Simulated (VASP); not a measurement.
# MoN2 (P4/mbm) in VASP: notebook, part 2 of 2

VASP 6.6.1. Earlier steps stand in the parts before.

## (4) Single point, PBE

INCAR

```
  PREC = Accurate
  ENCUT = 520
  EDIFF = 1E-7
  ISMEAR = -1
  SIGMA = 0.05
  LREAL = F
  LASPH = T
  NELM = 80
  ALGO = Normal
  ISIF = 2
  LWAVE = F
  LCHARG = T
  GGA = PE
  LELF = T
  LVHAR = T
  NBANDS = 33
```

KPOINTS

```
regular mesh
0
Gamma
  6 6 10
```

POSCAR

```
MoN2
1.0
    4.3480530000      0.0000000000      0.0000000000
    0.0000000000      4.3480530000      0.0000000000
    0.0000000000      0.0000000000      2.7674600000
Mo N
2 4
Direct
    0.0000000000      0.0000000000      0.0000000000
    0.5000000000      0.5000000000      0.0000000000
    0.6116470000      0.8883530000      0.5000000000
    0.3883530000      0.1116470000      0.5000000000
    0.1116470000      0.6116470000      0.5000000000
    0.8883530000      0.3883530000      0.5000000000
```

Potentials or basis: VASP PAW PBE potentials, release 64 (Mo_sv, N).

Run with:

```sh
cat potpaw_PBE.64/Mo_sv/POTCAR potpaw_PBE.64/N/POTCAR > POTCAR
mpirun -np 1 vasp_std > vasp.out
```

OUTCAR:

```text
PREC = Accurate
   ENCUT = 520
   EDIFF = 1E-7
   ISMEAR = -1
   LREAL = F
   LASPH = T
   NELM = 80
   ISIF = 2
   GGA = PE

 ion  position               nearest neighbor table
   1  0.000  0.000  0.000-   3 2.24   4 2.24   5 2.24   6 2.24   3 2.24   4 2.24   5 2.24   6 2.24
                             2 3.07   2 3.07   2 3.07   2 3.07
   2  0.500  0.500  0.000-   3 2.24   4 2.24   5 2.24   6 2.24   3 2.24   4 2.24   5 2.24   6 2.24
                             1 3.07   1 3.07   1 3.07   1 3.07
   3  0.612  0.888  0.500-   4 1.37   2 2.24   1 2.24   1 2.24   2 2.24
   4  0.388  0.112  0.500-   3 1.37   2 2.24   1 2.24   1 2.24   2 2.24
   5  0.112  0.612  0.500-   6 1.37   2 2.24   1 2.24   1 2.24   2 2.24
   6  0.888  0.388  0.500-   5 1.37   2 2.24   1 2.24   1 2.24   2 2.24

  LATTYP: Found a simple tetragonal cell.
 ALAT       =     4.3480530000
 C/A-ratio  =     0.6364825820

  Lattice vectors:

 A1 = (   4.3480530000,   0.0000000000,   0.0000000000)
 A2 = (   0.0000000000,   4.3480530000,   0.0000000000)
 A3 = (   0.0000000000,   0.0000000000,   2.7674600000)

Analysis of symmetry for initial positions (statically):
=====================================================================
 Subroutine PRICEL returns:
 Original cell was already a primitive cell.

 Routine SETGRP: Setting up the symmetry group for a
 simple tetragonal supercell.

 Subroutine GETGRP returns: Found 16 space group operations
 (whereof  8 operations were pure point group operations)
 out of a pool of 16 trial point group operations.

The static configuration has the point symmetry C_4h.
 The point group associated with its full space group is D_4h.

Analysis of symmetry for dynamics (positions and initial velocities):
=====================================================================
 Subroutine PRICEL returns:
 Original cell was already a primitive cell.

 Routine SETGRP: Setting up the symmetry group for a
 simple tetragonal supercell.

 Subroutine GETGRP returns: Found 16 space group operations
 (whereof  8 operations were pure point group operations)
 out of a pool of 16 trial point group operations.

The dynamic configuration has the point symmetry C_4h.
 The point group associated with its full space group is D_4h.

 Subroutine INISYM returns: Found 16 space group operations
 (whereof  8 operations are pure point group operations),
 and found     1 'primitive' translations

----------------------------------------------------------------------------------------

                                     Primitive cell

  volume of cell :      52.3204

  direct lattice vectors                    reciprocal lattice vectors
     4.348053000  0.000000000  0.000000000     0.229987997  0.000000000  0.000000000
     0.000000000  4.348053000  0.000000000     0.000000000  0.229987997  0.000000000
     0.000000000  0.000000000  2.767460000     0.000000000  0.000000000  0.361342169

  length of vectors
     4.348053000  4.348053000  2.767460000     0.229987997  0.229987997  0.361342169

  position of ions in fractional coordinates (direct lattice)
     0.000000000  0.000000000  0.000000000
     0.500000000  0.500000000  0.000000000
     0.611647000  0.888353000  0.500000000
[... 39 lines left out ...]
 Following reciprocal coordinates:
            Coordinates               Weight
  0.000000  0.000000  0.000000      1.000000
  0.166667  0.000000  0.000000      4.000000
  0.333333  0.000000  0.000000      4.000000
  0.500000  0.000000  0.000000      2.000000
  0.166667  0.166667  0.000000      4.000000
  0.333333  0.166667  0.000000      8.000000
[... 16 lines left out ...]
  0.333333  0.000000  0.200000      8.000000
  0.500000  0.000000  0.200000      4.000000
 [... further k-points ...]
   k-points           NKPTS =     60   k-points in BZ     NKDIM =     60   number of bands    NBANDS=     33
   number of dos      NEDOS =    301   number of ions     NIONS =      6
   total plane-waves  NPLWV =  24576
   dimension x,y,z NGX =    32 NGY =   32 NGZ =   24
   dimension x,y,z NGXF=    64 NGYF=   64 NGZF=   48
   ions per type =               2   4
   NGX,Y,Z   is equivalent  to a cutoff of  12.24, 12.24, 14.42 a.u.
   NGXF,Y,Z  is equivalent  to a cutoff of  24.47, 24.47, 28.83 a.u.
 SYSTEM =  unknown system
   PREC   = accura    normal or accurate (medium, high low for compatibility)
   ISTART =      0    job   : 0-new  1-cont  2-samecut
   ICHARG =      2    charge: 1-file 2-atom 10-const
   ISPIN  =      1    spin polarized calculation?
   LNONCOLLINEAR =      F non collinear calculations
   LSORBIT =      F    spin-orbit coupling
   LASPH  =      T    aspherical Exc in radial PAW
   ENCUT  =  520.0 eV  38.22 Ry    6.18 a.u.   8.08  8.08  5.15*2*pi/ulx,y,z
   NELM   =     80;   NELMIN=  2; NELMDL= -5     # of ELM steps
   EDIFF  = 0.1E-06   stopping-criterion for ELM
   LREAL  =      F    real-space projection
   EDIFFG = 0.1E-05   stopping-criterion for IOM
   NSW    =      0    number of steps for IOM
   IBRION =     -1    ionic relax: 0-MD 1-quasi-New 2-CG
   NFREE  =      0    steps in history (QN), initial steepest desc. (CG)
   ISIF   =      2    stress and relaxation
   ISYM   =      2    0-nonsym 1-usesym 2-fastsym
   POTIM  = 0.5000    time-step for ionic-motion
   TEBEG  =    0.0;   TEEND  =   0.0 temperature during run
   PSTRESS=    0.0 pullay stress
   NELECT =      48.0000    total number of electrons
   NUPDOWN=      -1.0000    fix difference up-down
   EMIN   =  10.00;   EMAX   =-10.00  energy-range for DOS
   EFERMI =   0.00;   METHOD = LEGACY
   ISMEAR =    -1;   SIGMA  =   0.05  broadening in eV -4-tet -1-fermi 0-gaus
   EFERMI_NEDOS =   21; number of points for ismear=-14 and -15
   IALGO  =     38    algorithm
   IMIX   =      4    mixing-type and parameters
     AMIX     =   0.40;   BMIX     =  1.00
     AMIX_MAG =   1.60;   BMIX_MAG =  1.00
  volume/ion in A,a.u.               =       8.72        58.85
  Fermi-wavevector in a.u.,A,eV,Ry     =   1.590736  3.006056 34.428761  2.530443
  Thomas-Fermi vector in A             =   2.689385
   LORBIT       =      0    0 simple, 1 ext, 2 COOP (PROOUT), +10 PAW based schemes
   GGA     = PE    functional components
   LHFCALC =     F    Hartree Fock is set to
   AEXX    =    0.0000 exact exchange contribution
   IVDW    =     0    specifies the selected vdW correction
   LEPSILON=     F    determine dielectric tensor
   LRPA    =     F    only Hartree local field effects (RPA)
 non-spin polarized calculation
  energy-cutoff  :      520.00
  volume of cell :       52.32
 maximum number of plane-waves:      1444
   NGX = 17   NGY = 17   NGZ = 11

 number of electron      47.9999998 magnetization

 Free energy of the ion-electron system (eV)
  ---------------------------------------------------
  ext. energy  EPLUGINS =         0.00000000
  ---------------------------------------------------
  free energy    TOTEN  =       -54.70438398 eV

  energy without entropy =      -54.68463345  energy(sigma->0) =      -54.69450872

 E-fermi :  12.0686     XC(G=0): -13.6603

 val. band max:       12.0479419030   @ k =   0.1667   0.1667   0.3000
 cond. band min:      12.0744583794   @ k =   0.3333   0.0000   0.4000
 fundamental gap:      0.0265164764
 Fermi energy:        12.0686366071

 k-point     1 :       0.0000    0.0000    0.0000
  band No.  band energies     occupation
      1     -49.9989      2.00000
      2     -49.9402      2.00000
      3     -24.1738      2.00000
      4     -24.1738      2.00000
      5     -23.8438      2.00000
      6     -23.8438      2.00000
[... 853 lines left out ...]
     32      16.7490      0.00000
     33      20.2505      0.00000

 [... further k-points ...]

------------------------ aborting loop because EDIFF is reached ----------------------------------------

  FORCE on cell =-STRESS in cart. coord.  units (eV):
  Direction    XX          YY          ZZ          XY          YZ          ZX
  --------------------------------------------------------------------------------------
  -------------------------------------------------------------------------------------
  Total       -0.9070909     -0.9070909     -1.4375797      0.0000000     -0.0000000      0.0000000
  in kB      -27.7773237    -27.7773237    -44.0221757      0.0000000     -0.0000000      0.0000000
  external PRESSURE =     -33.1922744 kB  Pullay stress =       0.0000000 kB

 VOLUME and BASIS-vectors are now :
 -----------------------------------------------------------------------------
  energy-cutoff  :      520.00
  volume of cell :       52.32
      direct lattice vectors                 reciprocal lattice vectors
     4.348053000  0.000000000  0.000000000     0.229987997  0.000000000  0.000000000
     0.000000000  4.348053000  0.000000000     0.000000000  0.229987997  0.000000000
     0.000000000  0.000000000  2.767460000     0.000000000  0.000000000  0.361342169

 POSITION                                       TOTAL-FORCE (eV/Angst)
 -----------------------------------------------------------------------------------
      0.00000      0.00000      0.00000         0.000000      0.000000      0.000000
      2.17403      2.17403      0.00000         0.000000      0.000000      0.000000
      2.65947      3.86261      1.38373         0.108772     -0.108772     -0.000000
      1.68858      0.48545      1.38373        -0.108772      0.108772      0.000000
      0.48545      2.65947      1.38373         0.108772      0.108772      0.000000
      3.86261      1.68858      1.38373        -0.108772     -0.108772      0.000000
 -----------------------------------------------------------------------------------
    total drift:                               -0.000000     -0.000000     -0.000000

  FREE ENERGIE OF THE ION-ELECTRON SYSTEM (eV)
  ---------------------------------------------------
  free  energy   TOTEN  =       -54.7043839768 eV

  energy  without entropy=      -54.6846334537  energy(sigma->0) =      -54.69450872
```

stdout:

```text
POSCAR found type information on POSCAR MoN
 POSCAR found :  2 types and       6 ions
 scaLAPACK will be used
 LDA part: xc-table for (Slater+PW92), standard interpolation
 POSCAR, INCAR and KPOINTS ok, starting setup
 FFT: planning ... GRIDC
 FFT: planning ... GRID_SOFT
 FFT: planning ... GRID
 WAVECAR not read
 entering main loop
```

Run time: 35 s. Hardware: 1 thread of Intel Xeon 6975P-C (Granite Rapids), shared host; peak memory 0.21 GiB.

What came out:

```
Free energy            : -54.7044 eV
Pressure               : -3.3 GPa
Largest force          : 0.154 eV/Å
Band gap on the k mesh : zero (bands 24 and 25 overlap by 1.96 eV)
```

Forces on the atoms (eV/Å):
```
Mo   0.000  0.000  0.000
Mo   0.000  0.000  0.000
N    0.109 -0.109  0.000
N   -0.109  0.109  0.000
N    0.109  0.109  0.000
N   -0.109 -0.109  0.000
```

Caveat: the cell stands under tension.

## (5) Summary

```csv
level,cell,k mesh,gap on the mesh (eV),pressure (GPa),largest force (eV/Å)
PBEsol,"a = 4.348, b = 4.348, c = 2.767 Å, 6 atoms",6 × 6 × 8,none,-13.6,0.14
PBE,"a = 4.333, b = 4.333, c = 2.753 Å, 6 atoms",6 × 6 × 10,none,0.5,0.08
PBE,"a = 4.348, b = 4.348, c = 2.767 Å, 6 atoms",6 × 6 × 10,none,-3.3,0.15
```

Alike in all rows: task single point; potentials or basis VASP PAW PBE potentials, release 64 (Mo_sv, N); no spin polarisation; cutoff (eV) 520; smearing fermi-dirac 0.05 eV.

Caveats: the cell stands under tension (at least some runs); the PAW data sets were made with another functional, which shifts forces and pressure a little (at least some runs).

Total energies depend on the potentials used, so only differences within one code and one set of settings carry meaning.
